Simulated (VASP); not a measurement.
# Cd: single point with BLYP

Cd:

```xyz
1
Lattice="-1.9985 1.9985 1.9985 1.9985 -1.9985 1.9985 1.9985 1.9985 -1.9985" Properties=species:S:1:pos:R:3 pbc="T T T"
Cd    0.0000    0.0000    0.0000
```

This cell differs from its parent crystal: volume scaled by 1.12.

| Property | Result |
| --- | --- |
| Program | VASP 6.6.1 |
| Task | single point |
| Functional | BLYP |
| Potentials or basis | VASP PAW PBE potentials, release 64 (Cd) |
| Cutoff | 520 eV |
| k mesh | 13 × 13 × 13 |
| Occupations | fermi-dirac, width 0.1 eV |
| Spin | no spin polarisation |
| Dipole correction | no |
| Further INCAR settings | ALGO = Normal; EDIFF = 1e-06; NBANDS = 12 |

```yaml
Pressure: -0.7 GPa
Band_gap_on_the_k_mesh: zero (band 6 reaches 2.84 eV, above the bottom of band 7 at 0.42 eV)
```

Levels at points of the mesh, in eV from the Fermi level:
```tsv
k point	band 2	band 3	band 4	band 5	band 6	band 7	band 8	band 9	band 10	band 11
(0.00, 0.00, 0.00)	-8.43	-8.43	-8.14	-8.14	-6.31	11.54	11.54	11.54	14.20	14.20
```

Wall time 57 s on 1 thread of Intel Xeon 8259CL, with other jobs on the host, peak memory 0.17 GiB.

Caveat: the PAW data sets were made with another functional, which shifts forces and pressure a little.
